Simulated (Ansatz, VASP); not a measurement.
Al6H in VASP and in Ansatz

INCAR

```
  PREC = Accurate
  ENCUT = 520
  EDIFF = 1E-6
  ISMEAR = 0
  SIGMA = 0.1
  LREAL = False
  LASPH = True
  NELM = 80
  ALGO = Normal
  ISIF = 2
  LWAVE = False
  LCHARG = False
  LDIPOL = True
  IDIPOL = 3
  DIPOL = 0.5 0.5 0.306
  GGA = PE
  NBANDS = 32
```

Contents of KPOINTS:

```
Automatic mesh
0
Gamma
  6 6 1
```

Contents of POSCAR:

```
Al6H
1.0
    5.7135165837      0.0000000000      0.0000000000
   -2.8567582918      4.9480505064      0.0000000000
    0.0000000000      0.0000000000     22.6013782090
Al H
12 2
Direct
    0.3333333333      0.1666666667      0.1769803577
    0.3333333333      0.6666666667      0.1769803577
    0.8333333333      0.1666666667      0.1769803577
    0.8333333333      0.6666666667      0.1769803577
    0.1666666667      0.3333333333      0.2787759109
    0.1666666667      0.8333333333      0.2787759109
    0.6666666667      0.3333333333      0.2787759109
    0.6666666667      0.8333333333      0.2787759109
    0.0000000000      0.0000000000      0.3805687480
    0.0000000000      0.5000000000      0.3805687480
    0.5000000000      0.0000000000      0.3805687480
    0.5000000000      0.5000000000      0.3805687480
    0.1931173437      0.5000000000      0.4712711814
    0.3068826563      0.5000000000      0.4712711814
```

Input for Ansatz:

```yaml
crystal:
  lattice:
    - [5.7135165837, 0.0, 0.0]
    - [-2.8567582918, 4.9480505064, 0.0]
    - [0.0, 0.0, 22.601378209]
  atoms:
    - { symbol: Al, position: [0.3333333333, 0.1666666667, 0.1769803577] }
    - { symbol: Al, position: [0.3333333333, 0.6666666667, 0.1769803577] }
    - { symbol: Al, position: [0.8333333333, 0.1666666667, 0.1769803577] }
    - { symbol: Al, position: [0.8333333333, 0.6666666667, 0.1769803577] }
    - { symbol: Al, position: [0.1666666667, 0.3333333333, 0.2787759109] }
    - { symbol: Al, position: [0.1666666667, 0.8333333333, 0.2787759109] }
    - { symbol: Al, position: [0.6666666667, 0.3333333333, 0.2787759109] }
    - { symbol: Al, position: [0.6666666667, 0.8333333333, 0.2787759109] }
    - { symbol: Al, position: [0.0, 0.0, 0.380568748] }
    - { symbol: Al, position: [0.0, 0.5, 0.380568748] }
    - { symbol: Al, position: [0.5, 0.0, 0.380568748] }
    - { symbol: Al, position: [0.5, 0.5, 0.380568748] }
    - { symbol: H, position: [0.1931173437, 0.5, 0.4712711814] }
    - { symbol: H, position: [0.3068826563, 0.5, 0.4712711814] }
basis:
  ecutwfc: 420
kpoints:
  mp_grid: { grid: [6, 6, 1] }
hamiltonian:
  xc: pbe
  pseudopotentials: { kind: paw, azcp: { folder: soft_1 } }
scf:
  occupations: { method: gaussian, width: 0.1 }
output:
  forces: true
  eigenvalues: true
  write_density: true
  write_potential: true
  elf: true
  volumetric_format: npy
efield:
  axis: 3
  dipole_correction: true
  ramp_width: 0.04
```

Alike in both runs: task single point; functional PBE; k mesh 6 × 6 × 1; occupations gaussian, width 0.1 eV; no spin polarisation.

|  | VASP | Ansatz |
| --- | --- | --- |
| version | VASP 6.6.1 | Ansatz 0.2.0 |
| potentials or method | VASP PAW PBE potentials, release 64 (Al, H), cutoff 520 eV | scalar-relativistic, plane waves, PAW |
| valence electrons in the cell | 38 | 38 |

|  | VASP | Ansatz | Ansatz less VASP |
| --- | --- | --- | --- |
| gap on the k mesh at the Fermi level (eV) | none | none | - |
| rms of the force components (eV/Å) | 1.149 | 1.141 | -0.0080 |

Atom by atom the forces differ by 0.008 eV/Å (rms over components). A gap of «none» marks a metal or a gap that the smearing closes. Ansatz's warnings: xc potential rough in thin density.
